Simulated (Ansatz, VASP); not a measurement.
## Ga3BiO4 in VASP and in Ansatz

```
CELL_PARAMETERS angstrom
-2.17140 2.17140 6.39377
2.17140 -2.17140 6.39377
2.17140 2.17140 -6.39377
ATOMIC_POSITIONS crystal
Ga 0.25000 0.75000 0.50000
Ga 0.75000 0.25000 0.50000
Ga 0.00000 0.00000 0.00000
Bi 0.50000 0.50000 0.00000
O 0.09073 0.09073 0.51296
O 0.42223 0.90927 0.00000
O 0.57777 0.57777 0.48704
O 0.90927 0.42223 0.00000
```

Alike in both runs: functional PBE; k mesh 10 × 10 × 10; occupations gaussian, width 0.1 eV; no spin polarisation.

Ansatz relaxed the structure, and its values are those at the end. VASP's run is a single point on that final structure, the one shown.

|  | VASP | Ansatz |
| --- | --- | --- |
| version | VASP 6.6.1 | Ansatz 0.2.0 |
| potentials or method | VASP PAW PBE potentials, release 64 (Ga_d, Bi_d, O), cutoff 520 eV | scalar-relativistic, plane waves, PAW |
| valence electrons in the cell | 78 | 78 |

|  | VASP | Ansatz | Ansatz less VASP |
| --- | --- | --- | --- |
| gap on the k mesh at the Fermi level (eV) | none | none | - |
| pressure (GPa) | 0.2 | 0.0 | -0.24 |
| rms of the force components (eV/Å) | 0.017 | 0.002 | -0.0149 |

A gap of «none» marks a metal or a gap that the smearing closes.

Neither program's run includes spin-orbit coupling.
